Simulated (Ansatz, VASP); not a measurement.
NiO in VASP and in Ansatz

```
CELL_PARAMETERS angstrom
4.18000 2.09000 2.09000
2.09000 4.18000 2.09000
2.09000 2.09000 4.18000
ATOMIC_POSITIONS crystal
Ni 0.25000 0.25000 0.25000
Ni 0.75000 0.75000 0.75000
O 0.00000 0.00000 0.00000
O 0.50000 0.50000 0.50000
```

Alike in both runs: task single point; functional PBE; k mesh 8 × 8 × 8; occupations gaussian, width 0.05 eV; collinear spin; Hubbard terms Ni d U = 5.8 eV.

|  | VASP | Ansatz |
| --- | --- | --- |
| version | VASP 6.6.1 | Ansatz 0.2.0 |
| potentials or method | VASP PAW PBE potentials, release 64 (Ni, O), cutoff 520 eV | PAW, plane waves, scalar-relativistic |
| valence electrons in the cell | 32 | 48 |

Ansatz gave:

```
gap on the k mesh at the Fermi level (eV)                     : 2.05
pressure (GPa)                                                : 12.6
net moment per atom (μB)                                      : 1.00
size of the moment on the site where the two differ most (μB) : 1.71
```

**Question.** What did VASP give for the same quantities?

**Answer.** gap on the k mesh at the Fermi level (eV): 2.31; pressure (GPa): 2.7; net moment per atom (μB): 1.00; size of the moment on the site where the two differ most (μB): 1.81.

Site moments also hang on the region over which each program counts them. The programs project onto different local orbitals, so the same U acts differently, and such runs can settle in different states. VASP's potentials hold 32 valence electrons a cell and Ansatz's 48, so a difference there can come from the potentials and not from the codes.
